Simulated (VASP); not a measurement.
# SnO (Cmme) in VASP: single point with PBE

Aim: the single point of SnO with PBE.

Program: VASP 6.6.1. These are calculated values, not measurements. Logs are shortened: lines on timing, memory, paths and dates and some standing lists are left out, and cuts for length are marked.

## 1. The cell of the first run

It takes space group Cmme (No. 67, orthorhombic). Conventional cell: a = 5.269 Å, b = 5.484 Å, c = 4.836 Å, α = 90.00°, β = 90.00°, γ = 90.00°. Sn (site symmetry mm2) has 4 O at 2.22 Å within 2.9 Å. O (site symmetry 222) has 4 Sn at 2.22 Å and 4 O at 2.63 to 2.74 Å within 2.9 Å.

## 2. Single point, PBE (strain -0.0400 x Voigt [0, 0, 0, 0, 0, 1])

INCAR reads:

```
PREC = Accurate ; ENCUT = 520
EDIFF = 1E-7 ; ISMEAR = 0
SIGMA = 0.15 ; LREAL = False
LASPH = True ; NELM = 80
ALGO = Normal ; ISIF = 2
LWAVE = False ; LCHARG = False
GGA = PE ; NBANDS = 28
```

KPOINTS reads:

```
Automatic mesh
0
Gamma
  12 12 10
```

POSCAR reads:

```
SnO
1.0
    3.8020000000     -0.0760400000      0.0000000000
   -0.0760400000      3.8020000000      0.0000000000
    0.0000000000      0.0000000000      4.8360000000
Sn O
2 2
Direct
    0.0000000000      0.5000000000      0.2385000000
    0.5000000000      0.0000000000      0.7615000000
    0.0000000000      0.0000000000      0.0000000000
    0.5000000000      0.5000000000      0.0000000000
```

Potentials or basis: VASP PAW PBE potentials, release 64 (Sn_d, O).

The run is started by

```
> cat potpaw_PBE.64/Sn_d/POTCAR potpaw_PBE.64/O/POTCAR > POTCAR
> mpirun -np 1 vasp_std > vasp.out
```

OUTCAR:

```text
PREC = Accurate
   ENCUT = 520
   EDIFF = 1E-7
   ISMEAR = 0
   LREAL = False
   LASPH = True
   NELM = 80
   ISIF = 2
   GGA = PE

 ion  position               nearest neighbor table
   1  0.000  0.500  0.239-   3 2.22   4 2.22   3 2.22   4 2.22   2 3.50   2 3.50   2 3.58   2 3.58
                             2 3.65   2 3.65   2 3.73   2 3.73
   2  0.500  0.000  0.761-   3 2.22   4 2.22   4 2.22   3 2.22   1 3.50   1 3.50   1 3.58   1 3.58
                             1 3.65   1 3.65   1 3.73   1 3.73
   3  0.000  0.000  0.000-   1 2.22   2 2.22   1 2.22   2 2.22
   4  0.500  0.500  0.000-   1 2.22   2 2.22   2 2.22   1 2.22

  LATTYP: Found a base centered orthorhombic cell.
 ALAT       =     5.2693031649
 B/A-ratio  =     1.0408163265
 C/A-ratio  =     0.9177684124

  Lattice vectors:

 A1 = (   3.8020000000,  -0.0760400000,   0.0000000000)
 A2 = (  -0.0760400000,   3.8020000000,   0.0000000000)
 A3 = (   0.0000000000,   0.0000000000,   4.8360000000)

Analysis of symmetry for initial positions (statically):
=====================================================================
 Subroutine PRICEL returns:
 Original cell was already a primitive cell.

 Routine SETGRP: Setting up the symmetry group for a
 base centered orthorhombic supercell.

 Subroutine GETGRP returns: Found  8 space group operations
 (whereof  4 operations were pure point group operations)
 out of a pool of  8 trial point group operations.

The static configuration has the point symmetry D_2 .
 The point group associated with its full space group is D_2h.

Analysis of symmetry for dynamics (positions and initial velocities):
=====================================================================
 Subroutine PRICEL returns:
 Original cell was already a primitive cell.

 Routine SETGRP: Setting up the symmetry group for a
 base centered orthorhombic supercell.

 Subroutine GETGRP returns: Found  8 space group operations
 (whereof  4 operations were pure point group operations)
 out of a pool of  8 trial point group operations.

The dynamic configuration has the point symmetry D_2 .
 The point group associated with its full space group is D_2h.

 Subroutine INISYM returns: Found  8 space group operations
 (whereof  4 operations are pure point group operations),
 and found     1 'primitive' translations

----------------------------------------------------------------------------------------

                                     Primitive cell

  volume of cell :      69.8774

  direct lattice vectors                    reciprocal lattice vectors
     3.802000000 -0.076040000  0.000000000     0.263124713  0.005262494  0.000000000
    -0.076040000  3.802000000  0.000000000     0.005262494  0.263124713  0.000000000
     0.000000000  0.000000000  4.836000000     0.000000000  0.000000000  0.206782465

  length of vectors
     3.802760324  3.802760324  4.836000000     0.263177333  0.263177333  0.206782465

  position of ions in fractional coordinates (direct lattice)
     0.000000000  0.500000000  0.238500000
     0.500000000  0.000000000  0.761500000
     0.000000000  0.000000000  0.000000000
     0.500000000  0.500000000  0.000000000

  ion indices of the primitive-cell ions
   primitive index   ion index
                 1           1
                 2           2
                 3           3
                 4           4

----------------------------------------------------------------------------------------

 KPOINTS: Automatic mesh

Automatic generation of k-mesh.
 Grid dimensions read from file:
 generate k-points for:   12   12   10

 Generating k-lattice:

  Cartesian coordinates                     Fractional coordinates (reciprocal lattice)
     0.021927059  0.000438541  0.000000000     0.083333333  0.000000000  0.000000000
     0.000438541  0.021927059  0.000000000     0.000000000  0.083333333  0.000000000
     0.000000000  0.000000000  0.020678246     0.000000000  0.000000000  0.100000000

  Length of vectors
     0.021931444  0.021931444  0.020678246

  Shift w.r.t. Gamma in fractional coordinates (k-lattice)
     0.000000000  0.000000000  0.000000000

 Subroutine IBZKPT returns following result:
 ===========================================

 Found    258 irreducible k-points:

 Following reciprocal coordinates:
            Coordinates               Weight
  0.000000  0.000000  0.000000      1.000000
  0.083333  0.000000  0.000000      4.000000
  0.166667 -0.000000  0.000000      4.000000
  0.250000 -0.000000  0.000000      4.000000
  0.333333  0.000000  0.000000      4.000000
  0.416667  0.000000  0.000000      4.000000
[... 16 lines left out ...]
  0.500000  0.166667  0.000000      4.000000
 -0.416667  0.166667  0.000000      4.000000
 [... further k-points ...]
   k-points           NKPTS =    258   k-points in BZ     NKDIM =    258   number of bands    NBANDS=     28
   number of dos      NEDOS =    301   number of ions     NIONS =      4
   total plane-waves  NPLWV =  28224
   dimension x,y,z NGX =    28 NGY =   28 NGZ =   36
   dimension x,y,z NGXF=    56 NGYF=   56 NGZF=   72
   ions per type =               2   2
   NGX,Y,Z   is equivalent  to a cutoff of  12.24, 12.24, 12.38 a.u.
   NGXF,Y,Z  is equivalent  to a cutoff of  24.48, 24.48, 24.75 a.u.
 SYSTEM =  unknown system
   PREC   = accura    normal or accurate (medium, high low for compatibility)
   ISTART =      0    job   : 0-new  1-cont  2-samecut
   ICHARG =      2    charge: 1-file 2-atom 10-const
   ISPIN  =      1    spin polarized calculation?
   LNONCOLLINEAR =      F non collinear calculations
   LSORBIT =      F    spin-orbit coupling
   LASPH  =      T    aspherical Exc in radial PAW
   ENCUT  =  520.0 eV  38.22 Ry    6.18 a.u.   7.07  7.07  8.99*2*pi/ulx,y,z
   NELM   =     80;   NELMIN=  2; NELMDL= -5     # of ELM steps
   EDIFF  = 0.1E-06   stopping-criterion for ELM
   LREAL  =      F    real-space projection
   EDIFFG = 0.1E-05   stopping-criterion for IOM
   NSW    =      0    number of steps for IOM
   IBRION =     -1    ionic relax: 0-MD 1-quasi-New 2-CG
   NFREE  =      0    steps in history (QN), initial steepest desc. (CG)
   ISIF   =      2    stress and relaxation
   ISYM   =      2    0-nonsym 1-usesym 2-fastsym
   POTIM  = 0.5000    time-step for ionic-motion
   TEBEG  =    0.0;   TEEND  =   0.0 temperature during run
   PSTRESS=    0.0 pullay stress
   NELECT =      40.0000    total number of electrons
   NUPDOWN=      -1.0000    fix difference up-down
   EMIN   =  10.00;   EMAX   =-10.00  energy-range for DOS
   EFERMI =   0.00;   METHOD = LEGACY
   ISMEAR =     0;   SIGMA  =   0.15  broadening in eV -4-tet -1-fermi 0-gaus
   EFERMI_NEDOS =   21; number of points for ismear=-14 and -15
   IALGO  =     38    algorithm
   IMIX   =      4    mixing-type and parameters
     AMIX     =   0.40;   BMIX     =  1.00
     AMIX_MAG =   1.60;   BMIX_MAG =  1.00
  volume/ion in A,a.u.               =      17.47       117.89
  Fermi-wavevector in a.u.,A,eV,Ry     =   1.359302  2.568708 25.139505  1.847702
  Thomas-Fermi vector in A             =   2.486061
   LORBIT       =      0    0 simple, 1 ext, 2 COOP (PROOUT), +10 PAW based schemes
   GGA     = PE    functional components
   LHFCALC =     F    Hartree Fock is set to
   AEXX    =    0.0000 exact exchange contribution
   IVDW    =     0    specifies the selected vdW correction
   LEPSILON=     F    determine dielectric tensor
   LRPA    =     F    only Hartree local field effects (RPA)
 non-spin polarized calculation
 Gauss-broadening in eV      SIGMA  =   0.15
  energy-cutoff  :      520.00
  volume of cell :       69.88
 maximum number of plane-waves:      1910
   NGX = 15   NGY = 15   NGZ = 17

 number of electron      40.0000000 magnetization

 Free energy of the ion-electron system (eV)
  ---------------------------------------------------
  ext. energy  EPLUGINS =         0.00000000
  ---------------------------------------------------
  free energy    TOTEN  =       -22.64004325 eV

  energy without entropy =      -22.63894639  energy(sigma->0) =      -22.63949482

 E-fermi :   7.3453     XC(G=0): -10.2707

 val. band max:        7.3130002018   @ k =   0.5000   0.5000   0.0000
 cond. band min:       7.3783008722   @ k =   0.5000   0.5000   0.1000
 fundamental gap:      0.0653006704
 Fermi energy:         7.3452515313

 k-point     1 :       0.0000    0.0000    0.0000
  band No.  band energies     occupation
      1     -14.8210      2.00000
      2     -14.3986      2.00000
      3     -14.3806      2.00000
      4     -14.3675      2.00000
      5     -14.3398      2.00000
      6     -14.3318      2.00000
[... 20 lines left out ...]
     27      13.9473      0.00000
     28      14.3705      0.00000

 k-point     2 :       0.0833    0.0000    0.0000
  band No.  band energies     occupation
      1     -14.8172      2.00000
      2     -14.3966      2.00000
      3     -14.3794      2.00000
      4     -14.3665      2.00000
      5     -14.3412      2.00000
      6     -14.3292      2.00000
[... 20 lines left out ...]
     27      14.0862      0.00000
     28      14.9635      0.00000

 k-point     3 :       0.1667   -0.0000    0.0000
  band No.  band energies     occupation
      1     -14.8062      2.00000
      2     -14.4003      2.00000
      3     -14.3907      2.00000
      4     -14.3636      2.00000
      5     -14.3511      2.00000
      6     -14.3380      2.00000
[... 20 lines left out ...]
     27      14.2386      0.00000
     28      16.2468      0.00000

 k-point     4 :       0.2500   -0.0000    0.0000
  band No.  band energies     occupation
      1     -14.7889      2.00000
      2     -14.4782      2.00000
      3     -14.3815      2.00000
      4     -14.3589      2.00000
      5     -14.3478      2.00000
      6     -14.3421      2.00000
[... 20 lines left out ...]
     27      14.4567      0.00000
     28      17.5896      0.00000

 k-point     5 :       0.3333    0.0000    0.0000
  band No.  band energies     occupation
      1     -14.7651      2.00000
      2     -14.5607      2.00000
      3     -14.3703      2.00000
      4     -14.3532      2.00000
      5     -14.3447      2.00000
      6     -14.3418      2.00000
[... 20 lines left out ...]
     27      14.7506      0.00000
     28      17.3885      0.00000

 k-point     6 :       0.4167    0.0000    0.0000
  band No.  band energies     occupation
      1     -14.7329      2.00000
      2     -14.6323      2.00000
      3     -14.3594      2.00000
      4     -14.3479      2.00000
      5     -14.3471      2.00000
      6     -14.3407      2.00000
[... 463 lines left out ...]
      5     -14.3438      2.00000
      6     -14.3435      2.00000
[... 20 lines left out ...]
     27      15.5661      0.00000
     28      16.0731      0.00000

 k-point    22 :       0.4167    0.1667    0.0000
  band No.  band energies     occupation
      1     -14.7477      2.00000
      2     -14.6535      2.00000
      3     -14.3557      2.00000
      4     -14.3551      2.00000
      5     -14.3443      2.00000
      6     -14.3404      2.00000
[... 20 lines left out ...]
     27      15.2266      0.00000
     28      15.9123      0.00000

 k-point    23 :       0.5000    0.1667    0.0000
  band No.  band energies     occupation
      1     -14.7138      2.00000
      2     -14.7013      2.00000
      3     -14.3607      2.00000
      4     -14.3490      2.00000
      5     -14.3452      2.00000
      6     -14.3403      2.00000
[... 20 lines left out ...]
     27      15.2349      0.00000
     28      15.6388      0.00000

 k-point    24 :      -0.4167    0.1667    0.0000
  band No.  band energies     occupation
      1     -14.7365      2.00000
      2     -14.6670      2.00000
      3     -14.3709      2.00000
      4     -14.3463      2.00000
      5     -14.3447      2.00000
      6     -14.3398      2.00000
[... 20 lines left out ...]
     27      15.3822      0.00000
     28      15.4080      0.00000

 [... further k-points ...]

------------------------ aborting loop because EDIFF is reached ----------------------------------------

  FORCE on cell =-STRESS in cart. coord.  units (eV):
  Direction    XX          YY          ZZ          XY          YZ          ZX
  --------------------------------------------------------------------------------------
  -------------------------------------------------------------------------------------
  Total        2.1526114      2.1526114      1.6043342      1.4548808      0.0000000      0.0000000
  in kB       49.3559428     49.3559428     36.7848225     33.3580944      0.0000000      0.0000000
  external PRESSURE =      45.1655694 kB  Pullay stress =       0.0000000 kB

 VOLUME and BASIS-vectors are now :
 -----------------------------------------------------------------------------
  energy-cutoff  :      520.00
  volume of cell :       69.88
      direct lattice vectors                 reciprocal lattice vectors
     3.802000000 -0.076040000  0.000000000     0.263124713  0.005262494  0.000000000
    -0.076040000  3.802000000  0.000000000     0.005262494  0.263124713  0.000000000
     0.000000000  0.000000000  4.836000000     0.000000000  0.000000000  0.206782465

 POSITION                                       TOTAL-FORCE (eV/Angst)
 -----------------------------------------------------------------------------------
     -0.03802      1.90100      1.15339        -0.000000      0.000000      0.440216
      1.90100     -0.03802      3.68261        -0.000000      0.000000     -0.440216
      0.00000      0.00000      0.00000         0.000000      0.000000     -0.000000
      1.86298      1.86298      0.00000        -0.000000      0.000000     -0.000000
 -----------------------------------------------------------------------------------
    total drift:                                0.000000      0.000000      0.000000

  FREE ENERGIE OF THE ION-ELECTRON SYSTEM (eV)
  ---------------------------------------------------
  free  energy   TOTEN  =       -22.6400432486 eV

  energy  without entropy=      -22.6389463900  energy(sigma->0) =      -22.63949482
```

Run time: 4.5 min. Hardware: 1 thread of Intel Xeon 6975P-C, shared host; peak memory 0.49 GiB.

What came out:

```
Free energy            : -22.6400 eV
Pressure               : 4.5 GPa
Largest force          : 0.440 eV/Å
Band gap on the k mesh : zero (band 20 reaches 7.25 eV, above the bottom of band 21 at 7.22 eV)
```

Forces on the atoms (eV/Å):
```
Sn   0.000  0.000  0.440
Sn   0.000  0.000 -0.440
O    0.000  0.000  0.000
O    0.000  0.000  0.000
```

Stress tensor (GPa, compression positive):
```
4.94 3.34 0.00
3.34 4.94 0.00
0.00 0.00 3.68
```

Caveat: the cell differs from its parent crystal (strain -0.0400 x Voigt [0, 0, 0, 0, 0, 1]); spin-orbit coupling is left out, which moves the levels of the heavy elements.
